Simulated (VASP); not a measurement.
## SnBi3O: single point with PBE

The system is SnBi3O.

```
Sn Bi O
1.0
     6.73679    0.00000    0.00000
    -3.36840    5.83424    0.00000
     0.00000    0.00000    3.90595
Sn Bi O
1 3 1
Cartesian
  0.0000 0.0000 1.9530
  3.3684 0.0000 1.9530
  -1.6842 2.9171 1.9530
  1.6842 2.9171 1.9530
  0.0000 0.0000 0.0000
```

The cell was generated, and may not be a known phase.

```yaml
Program: VASP 6.6.1
Task: single point
Functional: PBE
Potentials_or_basis: VASP PAW PBE potentials, release 64 (Sn_d, Bi_d, O)
Cutoff: 520 eV
k_mesh: 6 × 6 × 10
Occupations: gaussian, width 0.1 eV
Spin: no spin polarisation
Dipole_correction: no
Further_INCAR_settings: ALGO = Fast; EDIFF = 1e-06; NBANDS = 40
```

```yaml
Pressure: 0.0 GPa
Band_gap_on_the_k_mesh: zero (an odd number of electrons rules out a gap without spin polarisation)
```

Stress tensor (GPa, compression positive):
```
-0.06  0.00  0.00
 0.00 -0.06  0.00
 0.00  0.00  0.18
```

Levels at points of the mesh, in eV from the Fermi level:
| k point | band 28 | band 29 | band 30 | band 31 | band 32 | band 33 | band 34 | band 35 | band 36 | band 37 |
| --- | --- | --- | --- | --- | --- | --- | --- | --- | --- | --- |
| (0.00, 0.00, 0.00) | -4.45 | -3.97 | -1.93 | -1.93 | 0.58 | 2.50 | 2.80 | 2.80 | 3.32 | 3.32 |
| (0.50, 0.00, 0.00) | -3.73 | -2.45 | -0.94 | -0.73 | -0.53 | 0.53 | 1.13 | 1.84 | 2.26 | 2.74 |
| (0.00, 0.00, 0.50) | -3.47 | -3.46 | -2.95 | -2.95 | -1.02 | -1.02 | 1.21 | 3.10 | 3.35 | 3.35 |
| (0.50, 0.00, 0.50) | -2.58 | -2.17 | -2.05 | -1.90 | -0.86 | -0.52 | -0.03 | 0.13 | 1.01 | 2.99 |

Run time: 6 min on 1 thread of Oxide Virtual Turin-like Processor, on a shared host, peak memory 0.37 GiB.

Caveat: spin-orbit coupling is left out, which moves the levels of the heavy elements.
